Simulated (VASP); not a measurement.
## Mg2H3: single point with PBE

The system is Mg2H3.

```xyz
5
Lattice="4.1115 0.0000 0.0000 0.0000 3.4148 2.2106 0.0000 -3.4148 2.2106" Properties=species:S:1:pos:R:3 pbc="T T T"
Mg    2.0558   -2.1520    1.6305
Mg    2.0558    2.1520    1.6305
H     0.0000    0.0000    3.0290
H     3.3739    0.0000    0.5536
H     0.7377    0.0000    0.5536
```

| Item | Value |
| --- | --- |
| Program | VASP 6.6.1 |
| Task | single point |
| Functional | PBE |
| Potentials or basis | VASP PAW PBE potentials, release 64 (Mg, H) |
| Cutoff | 520 eV |
| k mesh | 4 × 6 × 6 |
| Occupations | gaussian, width 0.1 eV |
| Spin | no spin polarisation |
| Dipole correction | no |
| Further INCAR settings | ALGO = Normal; EDIFF = 1e-06; NBANDS = 12 |

```json
{"Pressure": "5.7 GPa", "Largest force": "0.586 eV/Å"}
```

Forces in eV/Å, atoms in the order of the input:
```
Mg   0.000 -0.585  0.031
Mg   0.000  0.585  0.031
H    0.000  0.000 -0.346
H    0.110  0.000  0.142
H   -0.110  0.000  0.142
```

Stress tensor (GPa, compression positive):
```
-15.02   0.00   0.00
  0.00   2.12   0.00
  0.00   0.00  29.85
```

Levels at points of the mesh, in eV from the Fermi level:
| k point | band 1 | band 2 | band 3 | band 4 | band 5 | band 6 | band 7 | band 8 |
| --- | --- | --- | --- | --- | --- | --- | --- | --- |
| (0.00, 0.00, 0.00) | -8.14 | -1.17 | -0.60 | 0.19 | 2.65 | 3.68 | 5.31 | 6.37 |
| (0.50, 0.00, 0.00) | -6.25 | -5.79 | -0.24 | 2.04 | 3.44 | 4.58 | 5.25 | 6.28 |
| (0.00, 0.50, 0.00) | -6.63 | -4.45 | 0.20 | 0.56 | 1.03 | 3.54 | 4.52 | 4.73 |
| (0.50, 0.50, 0.00) | -5.04 | -4.06 | -2.71 | -2.11 | 2.29 | 3.85 | 3.95 | 4.16 |
| (0.00, 0.50, 0.50) | -6.51 | -3.16 | -2.16 | 0.40 | 1.89 | 3.12 | 4.71 | 5.14 |
| (0.50, 0.50, 0.50) | -5.16 | -3.57 | -1.86 | -0.97 | 0.21 | 0.76 | 3.72 | 4.95 |

Wall time 12 s on 1 thread of Intel(R) Xeon(R) Platinum 8559C (Emerald Rapids) (shared host), peak memory 0.18 GiB.

Caveat: the k points lie up to 0.38 Å⁻¹ apart.
